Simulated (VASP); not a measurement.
# GaP (rocksalt type) (Fm-3m) in VASP: a series of runs

GaP (rocksalt type) is run at these levels: LDA, PBEsol; tasks: electric field gradients.

All numbers are computed with VASP 6.6.1; they aren't measurements. Logs are shortened: lines on timing, memory, paths and dates and some standing lists are left out, and cuts for length are marked.

## 1. The cell of the first run

Symmetry: Fm-3m, No. 225, cubic system. The conventional cell has a = 5.161 Å, b = 5.161 Å, c = 5.161 Å, α = 90.00°, β = 90.00°, γ = 90.00°. Ga (site symmetry m-3m) has 6 P at 2.58 Å within 3.4 Å. Within 3.4 Å of P (site symmetry m-3m) lie 6 Ga at 2.58 Å.

## 2. Electric field gradients, LDA

INCAR reads:

```
SYSTEM = GaP
PREC     = Accurate       ! precision mode
ENCUT    = 520            ! plane-wave cutoff, eV
EDIFF    = 1E-8           ! SCF threshold, eV
ISMEAR   = -1             ! smearing method
SIGMA    = 0.05           ! smearing width, eV
LREAL    = .False.        ! projectors in reciprocal space
LASPH    = .True.         ! aspherical terms in the spheres
NELM     = 100            ! most SCF steps
ALGO     = Normal         ! electronic algorithm
ISIF     = 2              ! what is computed and relaxed
LWAVE    = .False.        ! write WAVECAR
LCHARG   = .False.        ! write CHGCAR
LEFG     = .True.       
NBANDS   = 16             ! bands
```

KPOINTS reads:

```
regular mesh
0
Gamma
  12 12 12
  0 0 0
```

POSCAR reads:

```
GaP
1.0
    0.0000000000      2.5804676415      2.5804676415
    2.5804676415      0.0000000000      2.5804676415
    2.5804676415      2.5804676415      0.0000000000
Ga P
1 1
Direct
    0.0000000000      0.0000000000      0.0000000000
    0.5000000000      0.5000000000      0.5000000000
```

Potentials or basis: VASP PAW LDA potentials, release 64 (Ga_d, P).

Started as:

```console
> cat potpaw_LDA.64/Ga_d/POTCAR potpaw_LDA.64/P/POTCAR > POTCAR
> mpirun -np 1 vasp_std > vasp.out
```

OUTCAR:

```text
SYSTEM = GaP
   PREC = Accurate
   ENCUT = 520
   EDIFF = 1E-8
   ISMEAR = -1
   LREAL = .False.
   LASPH = .True.
   NELM = 100
   ISIF = 2

 ion  position               nearest neighbor table
   1  0.000  0.000  0.000-   2 2.58   2 2.58   2 2.58   2 2.58   2 2.58   2 2.58
   2  0.500  0.500  0.500-   1 2.58   1 2.58   1 2.58   1 2.58   1 2.58   1 2.58

  LATTYP: Found a face centered cubic cell.
 ALAT       =     5.1609352830

  Lattice vectors:

 A1 = (   0.0000000000,   2.5804676415,   2.5804676415)
 A2 = (   2.5804676415,   0.0000000000,   2.5804676415)
 A3 = (   2.5804676415,   2.5804676415,   0.0000000000)

Analysis of symmetry for initial positions (statically):
=====================================================================
 Subroutine PRICEL returns:
 Original cell was already a primitive cell.

 Routine SETGRP: Setting up the symmetry group for a
 face centered cubic supercell.

 Subroutine GETGRP returns: Found 48 space group operations
 (whereof 48 operations were pure point group operations)
 out of a pool of 48 trial point group operations.

The static configuration has the point symmetry O_h .

Analysis of symmetry for dynamics (positions and initial velocities):
=====================================================================
 Subroutine PRICEL returns:
 Original cell was already a primitive cell.

 Routine SETGRP: Setting up the symmetry group for a
 face centered cubic supercell.

 Subroutine GETGRP returns: Found 48 space group operations
 (whereof 48 operations were pure point group operations)
 out of a pool of 48 trial point group operations.

The dynamic configuration has the point symmetry O_h .

 Subroutine INISYM returns: Found 48 space group operations
 (whereof 48 operations are pure point group operations),
 and found     1 'primitive' translations

----------------------------------------------------------------------------------------

                                     Primitive cell

  volume of cell :      34.3657

  direct lattice vectors                    reciprocal lattice vectors
     0.000000000  2.580467641  2.580467641    -0.193763329  0.193763329  0.193763329
     2.580467641  0.000000000  2.580467641     0.193763329 -0.193763329  0.193763329
     2.580467641  2.580467641  0.000000000     0.193763329  0.193763329 -0.193763329

  length of vectors
     3.649332336  3.649332336  3.649332336     0.335607930  0.335607930  0.335607930

  position of ions in fractional coordinates (direct lattice)
     0.000000000  0.000000000  0.000000000
     0.500000000  0.500000000  0.500000000

  ion indices of the primitive-cell ions
   primitive index   ion index
                 1           1
                 2           2

----------------------------------------------------------------------------------------

 KPOINTS: regular mesh

Automatic generation of k-mesh.
 Grid dimensions read from file:
 generate k-points for:   12   12   12

 Generating k-lattice:

  Cartesian coordinates                     Fractional coordinates (reciprocal lattice)
    -0.016146944  0.016146944  0.016146944     0.083333333  0.000000000  0.000000000
     0.016146944 -0.016146944  0.016146944     0.000000000  0.083333333  0.000000000
     0.016146944  0.016146944 -0.016146944     0.000000000  0.000000000  0.083333333

  Length of vectors
     0.027967328  0.027967328  0.027967328

  Shift w.r.t. Gamma in fractional coordinates (k-lattice)
     0.000000000  0.000000000  0.000000000

 Subroutine IBZKPT returns following result:
 ===========================================

 Found     72 irreducible k-points:

 Following reciprocal coordinates:
            Coordinates               Weight
  0.000000  0.000000  0.000000      1.000000
  0.083333  0.000000  0.000000      8.000000
  0.166667  0.000000  0.000000      8.000000
  0.250000  0.000000  0.000000      8.000000
  0.333333  0.000000  0.000000      8.000000
  0.416667  0.000000  0.000000      8.000000
[... 16 lines left out ...]
  0.500000  0.166667  0.000000     24.000000
 -0.416667  0.166667  0.000000     24.000000
 [... further k-points ...]
   k-points           NKPTS =     72   k-points in BZ     NKDIM =     72   number of bands    NBANDS=     16
   number of dos      NEDOS =    301   number of ions     NIONS =      2
   total plane-waves  NPLWV =  21952
   dimension x,y,z NGX =    28 NGY =   28 NGZ =   28
   dimension x,y,z NGXF=    56 NGYF=   56 NGZF=   56
   ions per type =               1   1
   NGX,Y,Z   is equivalent  to a cutoff of  12.76, 12.76, 12.76 a.u.
   NGXF,Y,Z  is equivalent  to a cutoff of  25.51, 25.51, 25.51 a.u.
 SYSTEM =  GaP
   PREC   = accura    normal or accurate (medium, high low for compatibility)
   ISTART =      0    job   : 0-new  1-cont  2-samecut
   ICHARG =      2    charge: 1-file 2-atom 10-const
   ISPIN  =      1    spin polarized calculation?
   LNONCOLLINEAR =      F non collinear calculations
   LSORBIT =      F    spin-orbit coupling
   LASPH  =      T    aspherical Exc in radial PAW
   ENCUT  =  520.0 eV  38.22 Ry    6.18 a.u.   6.79  6.79  6.79*2*pi/ulx,y,z
   NELM   =    100;   NELMIN=  2; NELMDL= -5     # of ELM steps
   EDIFF  = 0.1E-07   stopping-criterion for ELM
   LREAL  =      F    real-space projection
   EDIFFG = 0.1E-06   stopping-criterion for IOM
   NSW    =      0    number of steps for IOM
   IBRION =     -1    ionic relax: 0-MD 1-quasi-New 2-CG
   NFREE  =      0    steps in history (QN), initial steepest desc. (CG)
   ISIF   =      2    stress and relaxation
   ISYM   =      2    0-nonsym 1-usesym 2-fastsym
   POTIM  = 0.5000    time-step for ionic-motion
   TEBEG  =    0.0;   TEEND  =   0.0 temperature during run
   PSTRESS=    0.0 pullay stress
   NELECT =      18.0000    total number of electrons
   NUPDOWN=      -1.0000    fix difference up-down
   EMIN   =  10.00;   EMAX   =-10.00  energy-range for DOS
[... 5 lines left out ...]
     AMIX     =   0.40;   BMIX     =  1.00
     AMIX_MAG =   1.60;   BMIX_MAG =  1.00
  volume/ion in A,a.u.               =      17.18       115.96
  Fermi-wavevector in a.u.,A,eV,Ry     =   1.319645  2.493768 23.694056  1.741464
  Thomas-Fermi vector in A             =   2.449529
   LORBIT       =      0    0 simple, 1 ext, 2 COOP (PROOUT), +10 PAW based schemes
   GGA     = CA    functional components
   LHFCALC =     F    Hartree Fock is set to
   AEXX    =    0.0000 exact exchange contribution
   IVDW    =     0    specifies the selected vdW correction
   LEPSILON=     F    determine dielectric tensor
   LRPA    =     F    only Hartree local field effects (RPA)
 non-spin polarized calculation
  energy-cutoff  :      520.00
  volume of cell :       34.37
 maximum number of plane-waves:       944
   NGX = 13   NGY = 13   NGZ = 13

 number of electron      18.0000009 magnetization

 Free energy of the ion-electron system (eV)
  ---------------------------------------------------
  ext. energy  EPLUGINS =         0.00000000
  ---------------------------------------------------
  free energy    TOTEN  =        -9.72085173 eV

  energy without entropy =       -9.71104635  energy(sigma->0) =       -9.71594904

 E-fermi :   6.2015     XC(G=0): -11.2027

 val. band max:        6.1902475985   @ k =   0.2500   0.1667   0.0833
 cond. band min:       6.2185876217   @ k =   0.1667   0.0000   0.0000
 fundamental gap:      0.0283400232
 Fermi energy:         6.2015481835

 k-point     1 :       0.0000    0.0000    0.0000
  band No.  band energies     occupation
      1      -8.5069      2.00000
      2      -8.5069      2.00000
      3      -8.4819      2.00000
      4      -8.4819      2.00000
      5      -8.4819      2.00000
      6      -6.9212      2.00000
[... 8 lines left out ...]
     15      14.7279      0.00000
     16      14.7279      0.00000

 k-point     2 :       0.0833    0.0000    0.0000
  band No.  band energies     occupation
      1      -8.5087      2.00000
      2      -8.5087      2.00000
      3      -8.4823      2.00000
      4      -8.4795      2.00000
      5      -8.4795      2.00000
      6      -6.8171      2.00000
[... 8 lines left out ...]
     15      13.9664      0.00000
     16      14.7056      0.00000

 k-point     3 :       0.1667    0.0000    0.0000
  band No.  band energies     occupation
      1      -8.5146      2.00000
      2      -8.5146      2.00000
      3      -8.4837      2.00000
      4      -8.4716      2.00000
      5      -8.4716      2.00000
      6      -6.5065      2.00000
[... 8 lines left out ...]
     15      14.3624      0.00000
     16      14.6771      0.00000

 k-point     4 :       0.2500    0.0000    0.0000
  band No.  band energies     occupation
      1      -8.5239      2.00000
      2      -8.5239      2.00000
      3      -8.4865      2.00000
      4      -8.4598      2.00000
      5      -8.4598      2.00000
      6      -5.9985      2.00000
[... 8 lines left out ...]
     15      15.3344      0.00000
     16      15.3344      0.00000

 k-point     5 :       0.3333    0.0000    0.0000
  band No.  band energies     occupation
      1      -8.5335      2.00000
      2      -8.5335      2.00000
      3      -8.4901      2.00000
      4      -8.4475      2.00000
      5      -8.4475      2.00000
      6      -5.3209      2.00000
[... 8 lines left out ...]
     15      16.6105      0.00000
     16      16.6105      0.00000

 k-point     6 :       0.4167    0.0000    0.0000
  band No.  band energies     occupation
      1      -8.5406      2.00000
      2      -8.5406      2.00000
      3      -8.4930      2.00000
      4      -8.4384      2.00000
      5      -8.4384      2.00000
      6      -4.5688      2.00000
[... 8 lines left out ...]
     15      18.0384      0.00000
     16      18.0384      0.00000
[... 267 lines left out ...]
 k-point    21 :       0.3333    0.1667    0.0000
  band No.  band energies     occupation
      1      -8.5741      2.00000
      2      -8.5078      2.00000
      3      -8.4922      2.00000
      4      -8.4547      2.00000
      5      -8.4445      2.00000
      6      -5.4043      2.00000
[... 8 lines left out ...]
     15      17.7711      0.00000
     16      18.0295      0.00000

 k-point    22 :       0.4167    0.1667    0.0000
  band No.  band energies     occupation
      1      -8.5821      2.00000
      2      -8.5172      2.00000
      3      -8.4893      2.00000
      4      -8.4510      2.00000
      5      -8.4352      2.00000
      6      -4.6941      2.00000
[... 8 lines left out ...]
     15      18.9810      0.00000
     16      19.3364      0.00000

 k-point    23 :       0.5000    0.1667    0.0000
  band No.  band energies     occupation
      1      -8.5822      2.00000
      2      -8.5261      2.00000
      3      -8.4859      2.00000
      4      -8.4487      2.00000
      5      -8.4318      2.00000
      6      -3.9998      2.00000
[... 8 lines left out ...]
     15      19.2172      0.00000
     16      20.0583      0.00000

 k-point    24 :      -0.4167    0.1667    0.0000
  band No.  band energies     occupation
      1      -8.5747      2.00000
      2      -8.5323      2.00000
      3      -8.4830      2.00000
      4      -8.4481      2.00000
      5      -8.4349      2.00000
      6      -3.8563      2.00000
[... 8 lines left out ...]
     15      17.8833      0.00000
     16      18.7267      0.00000

 [... further k-points ...]
[... 5 lines left out ...]
  --------------------------------------------------------------------------------------
  -------------------------------------------------------------------------------------
  Total       -1.2047679     -1.2047679     -1.2047679     -0.0000000     -0.0000000      0.0000000
  in kB      -56.1679676    -56.1679676    -56.1679676     -0.0000000     -0.0000000      0.0000000
  external PRESSURE =     -56.1679676 kB  Pullay stress =       0.0000000 kB

 VOLUME and BASIS-vectors are now :
 -----------------------------------------------------------------------------
  energy-cutoff  :      520.00
  volume of cell :       34.37
      direct lattice vectors                 reciprocal lattice vectors
     0.000000000  2.580467641  2.580467641    -0.193763329  0.193763329  0.193763329
     2.580467641  0.000000000  2.580467641     0.193763329 -0.193763329  0.193763329
     2.580467641  2.580467641  0.000000000     0.193763329  0.193763329 -0.193763329

 POSITION                                       TOTAL-FORCE (eV/Angst)
 -----------------------------------------------------------------------------------
      0.00000      0.00000      0.00000        -0.000000      0.000000      0.000000
      2.58047      2.58047      2.58047         0.000000     -0.000000     -0.000000
 -----------------------------------------------------------------------------------
    total drift:                               -0.000000      0.000000      0.000000

  FREE ENERGIE OF THE ION-ELECTRON SYSTEM (eV)
  ---------------------------------------------------
  free  energy   TOTEN  =        -9.7208517315 eV

  energy  without entropy=       -9.7110463534  energy(sigma->0) =       -9.71594904

 Electric field gradients (V/A^2)
---------------------------------------------------------------------
 ion       V_xx      V_yy      V_zz      V_xy      V_xz      V_yz
---------------------------------------------------------------------
   1      -0.000     0.000     0.000    -0.003    -0.003    -0.003
   2       0.000     0.000     0.000    -0.000    -0.000    -0.000
---------------------------------------------------------------------

 Electric field gradients after diagonalization (V/A^2)
 (convention: |V_zz| > |V_xx| > |V_yy|)
----------------------------------------------------------------------
 ion       V_xx      V_yy      V_zz     asymmetry (V_yy - V_xx)/ V_zz
----------------------------------------------------------------------
   1       0.003     0.003    -0.006       0.000
   2       0.000     0.000    -0.001       0.000
----------------------------------------------------------------------

           NMR quadrupolar parameters

 Cq : quadrupolar parameter    Cq=e*Q*V_zz/h
 eta: asymmetry parameters     (V_yy - V_xx)/ V_zz
 Q  : nuclear electric quadrupole moment in mb (millibarn)
----------------------------------------------------------------------
 ion       Cq(MHz)       eta       Q (mb)
----------------------------------------------------------------------
   1      -0.000       0.000       1.000
   2      -0.000       0.000       1.000
----------------------------------------------------------------------
```

Wall time 27 s (1 thread of Intel Xeon Platinum 8488C (Sapphire Rapids), shared host); peak memory 0.16 GiB.

Results:

```yaml
Free_energy: -9.7209 eV
Pressure: -5.6 GPa
Band_gap_on_the_k_mesh: zero (band 9 reaches 6.80 eV, above the bottom of band 10 at 3.59 eV)
```

Caveat: without QUAD_EFG the Cq values of the log hold for a quadrupole moment of 1 mb, not for the nuclei.

(Part 1 of 2 ends here.)
